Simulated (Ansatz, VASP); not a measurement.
# AlN: VASP beside Ansatz

```
Al N
1.0
     0.00000    0.00000   -5.01804
     3.13021   -5.42168    0.00000
    -6.26042    0.00000    0.00000
Al N
8 8
Cartesian
  0.0000 -1.8072 -2.5129
  1.5651 -4.5181 -2.5129
  -3.1302 -1.8072 -2.5129
  -1.5651 -4.5181 -2.5129
  -1.5651 -0.9036 -0.0038
  0.0000 -3.6145 -0.0038
  -4.6953 -0.9036 -0.0038
  -3.1302 -3.6145 -0.0038
  0.0000 -1.8072 -0.5983
  1.5651 -4.5181 -0.5983
  -3.1302 -1.8072 -0.5983
  -1.5651 -4.5181 -0.5983
  -1.5651 -0.9036 -3.1073
  0.0000 -3.6145 -3.1073
  -4.6953 -0.9036 -3.1073
  -3.1302 -3.6145 -3.1073
```

Alike in both runs: functional PBE; k mesh 6 × 6 × 6; occupations gaussian, width 0.02 eV; no spin polarisation.

Ansatz relaxed the structure, and its values are those at the end. VASP's run is a single point on that final structure, the one shown.

|  | VASP | Ansatz |
| --- | --- | --- |
| version | VASP 6.6.1 | Ansatz 0.2.0 |
| potentials or method | VASP PAW PBE potentials, release 64 (Al, N), cutoff 520 eV | scalar-relativistic, plane waves, PAW |
| valence electrons in the cell | 64 | 64 |

Ansatz gave:

| Quantity | Value |
| --- | --- |
| gap on the k mesh at the Fermi level (eV) | 4.03 |
| least direct gap on the mesh (eV) | 4.03 |
| pressure (GPa) | 0.0 |

Which values does VASP return?

gap on the k mesh at the Fermi level (eV): 4.04; least direct gap on the mesh (eV): 4.04; pressure (GPa): -0.3.

With one functional, cell and mesh, what is left measures potentials, basis and numerics.
